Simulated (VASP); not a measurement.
# Al8SiN7 (a cell with a defect) in VASP: single point with PBE0

Aim: the single point of Al8SiN7 (a cell with a defect) with PBE0.

All numbers are computed with VASP 6.6.1; they aren't measurements. Logs are shortened: lines on timing, memory, paths and dates and some standing lists are left out, and cuts for length are marked.

## 1. The cell of the first run

The cell holds a defect, 16 atoms: a = 6.191 Å, b = 6.191 Å, c = 6.191 Å, α = 60.00°, β = 60.00°, γ = 60.00°.

## 2. Single point, PBE0, collinear spin

POSCAR

```
Al8SiN7
1.0
    0.0000000000      4.3777220000      4.3777220000
    4.3777220000      0.0000000000      4.3777220000
    4.3777220000      4.3777220000      0.0000000000
Al N Si
8 7 1
Direct
    0.0439720000      0.0003730000      0.9967620000
    0.5063590000      0.4912140000      0.4788930000
    0.0188170000      0.0346130000      0.5012210000
    0.5468420000      0.4830090000      0.0074040000
    0.0001450000      0.5121020000      0.0136470000
    0.4890600000      0.0163910000      0.4963620000
    0.4606280000      0.0376300000      0.0068440000
    0.9953690000      0.4750560000      0.5126690000
    0.1475000000      0.1290070000      0.1075980000
    0.1621870000      0.1122170000      0.6235310000
    0.6372610000      0.6413970000      0.1120350000
    0.1059870000      0.6184010000      0.1485030000
    0.6055760000      0.1202740000      0.6369280000
    0.6156600000      0.1142200000      0.1437610000
    0.1404110000      0.5967950000      0.6386480000
    0.6224390000      0.6099070000      0.6138540000
```

INCAR.step1

```
SYSTEM = Al8SiN7
PREC = Accurate
ENCUT = 520
EDIFF = 1E-5
ISMEAR = -1
SIGMA = 0.05
LREAL = Auto
LASPH = .TRUE.
NELM = 200
ALGO = Normal
ISIF = 2
LWAVE = .TRUE.
ISPIN = 2
MAGMOM = 0 0.2 0 0.2 0 0.2 0 0.2 0 0 0 0 0 0 0 0.2
LORBIT = 11
NBANDS = 50
GGA = PE
GGA_COMPAT = .FALSE.
ISYM = -1
KPAR = 1
```

INCAR.step2

```
SYSTEM = Al8SiN7
PREC = Accurate
ENCUT = 520
EDIFF = 1E-6
ISMEAR = -1
SIGMA = 0.05
LREAL = Auto
LASPH = .TRUE.
NELM = 200
ALGO = Normal
ISIF = 2
LWAVE = .FALSE.
LCHARG = .TRUE.
ISPIN = 2
MAGMOM = 0 0.2 0 0.2 0 0.2 0 0.2 0 0 0 0 0 0 0 0.2
LORBIT = 11
GGA = PE
LHFCALC = .TRUE.
AEXX = 0.25
PRECFOCK = Fast
LELF = .TRUE.
LVHAR = .TRUE.
NBANDS = 50
ISTART = 1
GGA_COMPAT = .FALSE.
ISYM = -1
KPAR = 1
```

KPOINTS

```
explicit points
8
Reciprocal
  0.25000000   0.25000000   0.25000000 1
  0.25000000   0.25000000   0.75000000 1
  0.25000000   0.75000000   0.25000000 1
  0.25000000   0.75000000   0.75000000 1
  0.75000000   0.25000000   0.25000000 1
  0.75000000   0.25000000   0.75000000 1
  0.75000000   0.75000000   0.25000000 1
  0.75000000   0.75000000   0.75000000 1
```

Potentials or basis: VASP PAW PBE potentials, release 64 (Al, N, Si).

The run is started by

```bash
$ cat potpaw_PBE.64/Al/POTCAR potpaw_PBE.64/N/POTCAR potpaw_PBE.64/Si/POTCAR > POTCAR
$ cp INCAR.step1 INCAR
$ mpirun -np 4 vasp_std > vasp.out
$ cp INCAR.step2 INCAR
$ mpirun -np 4 vasp_std > vasp.out
```

OUTCAR:

```text
SYSTEM = Al8SiN7
   PREC = Accurate
   ENCUT = 520
   EDIFF = 1E-6
   ISMEAR = -1
   LREAL = Auto
   LASPH = .TRUE.
   NELM = 200
   ISIF = 2
   ISPIN = 2
   LORBIT = 11
   GGA = PE
   LHFCALC = .TRUE.
   AEXX = 0.25
   PRECFOCK = Fast
   ISTART = 1
   ISYM = -1

 ion  position               nearest neighbor table
   1  0.044  0.000  0.997-   9 1.74  10 1.89  12 1.96  14 2.17   7 2.74   6 2.94   8 2.99   4 3.03
                             3 3.05   5 3.09   5 3.11   3 3.16   4 3.16   8 3.24   6 3.27
   2  0.506  0.491  0.479-  15 1.86  11 1.87  16 1.87  13 1.88   4 2.83   6 2.94   5 2.98   3 3.03
                             7 3.06   8 3.09   8 3.11   7 3.17   3 3.22   5 3.23   6 3.25
   3  0.019  0.035  0.501-  10 1.75   9 2.00  13 2.11  15 2.22   8 2.69   6 2.84   7 2.91   5 2.99
                             2 3.03   1 3.05   1 3.16   5 3.21   2 3.22   7 3.30   6 3.35
   4  0.547  0.483  0.007-  11 1.80  14 1.89  16 2.02  12 2.23   2 2.83   5 2.92   8 2.93   6 2.97
                             1 3.03   7 3.06   1 3.16   7 3.20   6 3.25   5 3.28   8 3.28
   5  0.000  0.512  0.014-  12 1.76  11 1.84  15 1.91   9 1.95   7 2.90   4 2.92   8 2.97   2 2.98
                             3 2.99   1 3.09   1 3.11   3 3.21   2 3.23   8 3.24   4 3.28   7 3.30
   6  0.489  0.016  0.496-  10 1.66  14 1.79  13 1.83  16 2.06   3 2.84   1 2.94   2 2.94   8 2.95
                             4 2.97   7 3.06   7 3.14   8 3.25   4 3.25   2 3.25   1 3.27   3 3.35
   7  0.461  0.038  0.007-   9 1.59  14 1.88  13 1.88  11 2.02   1 2.74   5 2.90   3 2.91   2 3.06
                             6 3.06   4 3.06   6 3.14   2 3.17   4 3.20   5 3.30   3 3.30
   8  0.995  0.475  0.513-  12 1.84  10 1.85  16 1.89  15 1.99   3 2.69   4 2.93   6 2.95   5 2.97
                             1 2.99   2 3.09   2 3.11   5 3.24   1 3.24   6 3.25   4 3.28
   9  0.148  0.129  0.108-   7 1.59   1 1.74   5 1.95   3 2.00
  10  0.162  0.112  0.624-   6 1.66   3 1.75   8 1.85   1 1.89
  11  0.637  0.641  0.112-   4 1.80   5 1.84   2 1.87   7 2.02
  12  0.106  0.618  0.149-   5 1.76   8 1.84   1 1.96   4 2.23
  13  0.606  0.120  0.637-   6 1.83   7 1.88   2 1.88   3 2.11
  14  0.616  0.114  0.144-   6 1.79   7 1.88   4 1.89   1 2.17
  15  0.140  0.597  0.639-   2 1.86   5 1.91   8 1.99   3 2.22
  16  0.622  0.610  0.614-   2 1.87   8 1.89   4 2.02   6 2.06

IMPORTANT INFORMATION: All symmetrisations will be switched off!
NOSYMM: (Re-)initialisation of all symmetry stuff for point group C_1.

----------------------------------------------------------------------------------------

                                     Primitive cell

  volume of cell :     167.7933

  direct lattice vectors                    reciprocal lattice vectors
     0.000000000  4.377722000  4.377722000    -0.114214653  0.114214653  0.114214653
     4.377722000  0.000000000  4.377722000     0.114214653 -0.114214653  0.114214653
     4.377722000  4.377722000  0.000000000     0.114214653  0.114214653 -0.114214653

  length of vectors
     6.191033825  6.191033825  6.191033825     0.197825582  0.197825582  0.197825582

  position of ions in fractional coordinates (direct lattice)
     0.043972000  0.000373000  0.996762000
     0.506359000  0.491214000  0.478893000
     0.018817000  0.034613000  0.501221000
     0.546842000  0.483009000  0.007404000
     0.000145000  0.512102000  0.013647000
     0.489060000  0.016391000  0.496362000
[... 8 lines left out ...]
     0.140411000  0.596795000  0.638648000
     0.622439000  0.609907000  0.613854000

  ion indices of the primitive-cell ions
   primitive index   ion index
                 1           1
                 2           2
                 3           3
                 4           4
                 5           5
                 6           6
[... 8 lines left out ...]
                15          15
                16          16

----------------------------------------------------------------------------------------

 KPOINTS: explicit points

Read explicit list of k-points.

 Found      8 k-points:

 Following reciprocal coordinates:
            Coordinates               Weight
  0.250000  0.250000  0.250000      0.125000
  0.250000  0.250000  0.750000      0.125000
  0.250000  0.750000  0.250000      0.125000
  0.250000  0.750000  0.750000      0.125000
  0.750000  0.250000  0.250000      0.125000
  0.750000  0.250000  0.750000      0.125000
  0.750000  0.750000  0.250000      0.125000
  0.750000  0.750000  0.750000      0.125000
   k-points           NKPTS =      8   k-points in BZ     NKDIM =      8   number of bands    NBANDS=     52
   number of dos      NEDOS =    301   number of ions     NIONS =     16
   total plane-waves  NPLWV = 110592
   dimension x,y,z NGX =    48 NGY =   48 NGZ =   48
   dimension x,y,z NGXF=    96 NGYF=   96 NGZF=   96
   ions per type =               8   7   1
   NGX,Y,Z   is equivalent  to a cutoff of  12.89, 12.89, 12.89 a.u.
   NGXF,Y,Z  is equivalent  to a cutoff of  25.78, 25.78, 25.78 a.u.
 SYSTEM =  Al8SiN7
   PREC   = accura    normal or accurate (medium, high low for compatibility)
   ISTART =      1    job   : 0-new  1-cont  2-samecut
   ICHARG =      0    charge: 1-file 2-atom 10-const
   ISPIN  =      2    spin polarized calculation?
   LNONCOLLINEAR =      F non collinear calculations
   LSORBIT =      F    spin-orbit coupling
   LASPH  =      T    aspherical Exc in radial PAW
   ENCUT  =  520.0 eV  38.22 Ry    6.18 a.u.  11.51 11.51 11.51*2*pi/ulx,y,z
   NELM   =    200;   NELMIN=  2; NELMDL=  0     # of ELM steps
   EDIFF  = 0.1E-05   stopping-criterion for ELM
   LREAL  =      T    real-space projection
   EDIFFG = 0.1E-04   stopping-criterion for IOM
   NSW    =      0    number of steps for IOM
   IBRION =     -1    ionic relax: 0-MD 1-quasi-New 2-CG
   NFREE  =      0    steps in history (QN), initial steepest desc. (CG)
   ISIF   =      2    stress and relaxation
   ISYM   =     -1    0-nonsym 1-usesym 2-fastsym
   POTIM  = 0.5000    time-step for ionic-motion
   TEBEG  =    0.0;   TEEND  =   0.0 temperature during run
   PSTRESS=    0.0 pullay stress
   NELECT =      63.0000    total number of electrons
   NUPDOWN=      -1.0000    fix difference up-down
   EMIN   =  10.00;   EMAX   =-10.00  energy-range for DOS
   EFERMI =   0.00;   METHOD = LEGACY
   ISMEAR =    -1;   SIGMA  =   0.05  broadening in eV -4-tet -1-fermi 0-gaus
   EFERMI_NEDOS =   21; number of points for ismear=-14 and -15
   IALGO  =     38    algorithm
   IMIX   =      1    mixing-type and parameters
     AMIX     =   0.40;   BMIX     =  1.00
     AMIX_MAG =   1.60;   BMIX_MAG =  1.00
  volume/ion in A,a.u.               =      10.49        70.77
  Fermi-wavevector in a.u.,A,eV,Ry     =   1.181037  2.231836 18.978065  1.394848
  Thomas-Fermi vector in A             =   2.317318
   LORBIT       =     11    0 simple, 1 ext, 2 COOP (PROOUT), +10 PAW based schemes
   GGA     = PE    functional components
   LHFCALC =     T    Hartree Fock is set to
   PRECFOCK=fast      Normal, Fast or Accurate (Low or Medium for compatibility)
   ENCUT4O =  -1.0   cutoff for four orbital integrals eV
   NKREDX  =     1    reduce k-point grid by
   NKREDY  =     1    reduce k-point grid by
   NKREDZ  =     1    reduce k-point grid by
   AEXX    =    0.2500 exact exchange contribution
   HFSCREEN=    0.0000 screening length (either q_TF or 0.3 A-1)
   HFSCREENC=   0.0000 screening length for correlation (either q_TF or 0.3 A-1)
   ENCUTFOCK=  -1.0 apply spherical cutoff to Coloumb kernel
   IVDW    =     0    specifies the selected vdW correction
   LEPSILON=     F    determine dielectric tensor
   LRPA    =     F    only Hartree local field effects (RPA)
 spin polarized calculation
  energy-cutoff  :      520.00
  volume of cell :      167.79
 maximum number of plane-waves:      4531
 NGX is ok and might be reduce to    48
  NGX = 28; NGY = 28; NGZ = 28

 number of electron      63.0000000 magnetization       0.4999957

 Free energy of the ion-electron system (eV)
  ---------------------------------------------------
  ext. energy  EPLUGINS =         0.00000000
  ---------------------------------------------------
  free energy    TOTEN  =      -124.51687110 eV

  energy without entropy =     -124.51686746  energy(sigma->0) =     -124.51686928

 E-fermi :   7.6026     XC(G=0):  -8.7043

 val. band max:        7.0213995157   @ k =   0.2500   0.7500   0.2500
 cond. band min:       8.1721309768   @ k =   0.7500   0.7500   0.7500
 fundamental gap:      1.1507314611
 Fermi energy:         7.6026418943

 spin component 1

 k-point     1 :       0.2500    0.2500    0.2500
  band No.  band energies     occupation
      1     -11.4834      1.00000
      2     -10.4295      1.00000
      3      -9.5713      1.00000
      4      -9.1211      1.00000
      5      -8.9497      1.00000
      6      -8.4939      1.00000
[... 35 lines left out ...]
     42      15.3930      0.00000
     43      15.5029      0.00000
[... 280 lines left out ...]
      2     -10.4295      1.00000
      3      -9.5713      1.00000
      4      -9.1211      1.00000
      5      -8.9497      1.00000
      6      -8.4939      1.00000
[... 35 lines left out ...]
     42      15.3930      0.00000
     43      15.5029      0.00000
 Fermi energy:         7.6026418943

 spin component 2

 k-point     1 :       0.2500    0.2500    0.2500
  band No.  band energies     occupation
      1     -11.4646      1.00000
      2     -10.4308      1.00000
      3      -9.5302      1.00000
      4      -9.0453      1.00000
      5      -8.8360      1.00000
      6      -8.4533      1.00000
[... 35 lines left out ...]
     42      15.4721      0.00000
     43      15.5481      0.00000
[... 280 lines left out ...]
      2     -10.4308      1.00000
      3      -9.5302      1.00000
      4      -9.0453      1.00000
      5      -8.8360      1.00000
      6      -8.4533      1.00000
[... 35 lines left out ...]
     42      15.4721      0.00000
     43      15.5481      0.00000
 [bands above 43 left out]

------------------------ aborting loop because EDIFF is reached ----------------------------------------

  FORCE on cell =-STRESS in cart. coord.  units (eV):
  Direction    XX          YY          ZZ          XY          YZ          ZX
  --------------------------------------------------------------------------------------
  -------------------------------------------------------------------------------------
  Total       37.6199985     42.8366557     30.4648026      1.8497365     16.9353555      1.0002538
  in kB      359.2152979    409.0266519    290.8937686     17.6622456    161.7075762      9.5509430
  external PRESSURE =     353.0452394 kB  Pullay stress =       0.0000000 kB

 VOLUME and BASIS-vectors are now :
 -----------------------------------------------------------------------------
  energy-cutoff  :      520.00
  volume of cell :      167.79
      direct lattice vectors                 reciprocal lattice vectors
     0.000000000  4.377722000  4.377722000    -0.114214653  0.114214653  0.114214653
     4.377722000  0.000000000  4.377722000     0.114214653 -0.114214653  0.114214653
     4.377722000  4.377722000  0.000000000     0.114214653  0.114214653 -0.114214653

 POSITION                                       TOTAL-FORCE (eV/Angst)
 -----------------------------------------------------------------------------------
      4.36518      4.55604      0.19413        -1.163793     -1.828580     -4.189347
      4.24686      4.31316      4.36710        -5.722723     -6.433169     -6.648778
      2.34573      2.27658      0.23390        -2.767071     -1.687551     -5.111765
      2.14689      2.42633      4.50840         3.605690      2.641225     -3.703773
      2.30158      0.06038      2.24247        -2.178752     -2.179056      0.404514
      2.24469      4.31390      2.21272         0.705899      1.180854      5.173011
[... 8 lines left out ...]
      5.40843      3.41050      3.22728         1.212811     -1.814366      0.652685
      5.35729      5.41215      5.39487         5.598743     -0.787775      0.184422
 -----------------------------------------------------------------------------------
    total drift:                               -0.002503     -0.004230     -0.001758

  FREE ENERGIE OF THE ION-ELECTRON SYSTEM (eV)
  ---------------------------------------------------
  free  energy   TOTEN  =      -124.5168710967 eV

  energy  without entropy=     -124.5168674639  energy(sigma->0) =     -124.51686928

 total charge

# of ion       s       p       d       tot
------------------------------------------
    1        0.423   0.441   0.000   0.864
    2        0.509   0.591   0.000   1.100
    3        0.419   0.409   0.000   0.827
    4        0.494   0.503   0.000   0.996
    5        0.437   0.489   0.000   0.926
    6        0.504   0.615   0.000   1.120
[... 8 lines left out ...]
   15        1.230   2.548   0.000   3.778
   16        0.947   1.506   0.000   2.453
--------------------------------------------------
tot         13.388  24.210   0.000  37.598

 magnetization (x)

# of ion       s       p       d       tot
------------------------------------------
    1       -0.000  -0.000   0.000  -0.001
    2        0.000   0.004   0.000   0.005
    3        0.000  -0.000   0.000   0.000
    4        0.003   0.012   0.000   0.016
    5       -0.000  -0.000   0.000  -0.001
    6        0.002   0.011   0.000   0.013
[... 8 lines left out ...]
   15        0.001   0.023   0.000   0.025
   16        0.004   0.132   0.000   0.136
--------------------------------------------------
tot          0.020   0.313   0.000   0.333
```

It took 25 min on 4 MPI ranks of Intel Xeon Platinum 8259CL at 2.50GHz (Skylake/Cascade Lake), shared host; peak memory 0.26 GiB.

What came out:

| Quantity | Value |
| --- | --- |
| Free energy | -124.5169 eV |
| Pressure | 35.3 GPa |
| Largest force | 11.366 eV/Å |
| Net moment | 0.50 μB per cell |
| Site moments | Al -0.00, +0.01, +0.00, +0.02 (each value once); N -0.00, +0.05, +0.02, +0.06, +0.03 (each value once); Si +0.14 μB |
| Valence electrons inside the program's atomic spheres | Al 0.86, 1.10, 0.83, 1.00, 0.93, 1.12, 1.07 (each value once); N 4.02, 4.03, 3.89, 3.83, 3.84, 3.78 (each value once); Si 2.45 |

Forces in eV/Å, atoms in the order of the input:
```
Al  -1.164 -1.829 -4.189
Al  -5.723 -6.433 -6.649
Al  -2.767 -1.688 -5.112
Al   3.606  2.641 -3.704
Al  -2.179 -2.179  0.405
Al   0.706  1.181  5.173
Al  -6.236  6.049  5.557
Al  -3.400  7.708  7.629
N    7.144 -2.553 -4.510
N    3.954 -2.156 -3.010
N    0.520 -0.256 -0.865
N    0.500  1.236  3.174
N   -0.748  1.325  2.389
N   -1.025 -0.445  2.875
N    1.213 -1.814  0.653
Si   5.599 -0.788  0.184
```

Stress tensor (GPa, compression positive):
```
35.92  1.77  0.96
 1.77 40.90 16.17
 0.96 16.17 29.09
```

Caveat: the PAW data sets were made with another functional, which shifts forces and pressure a little.
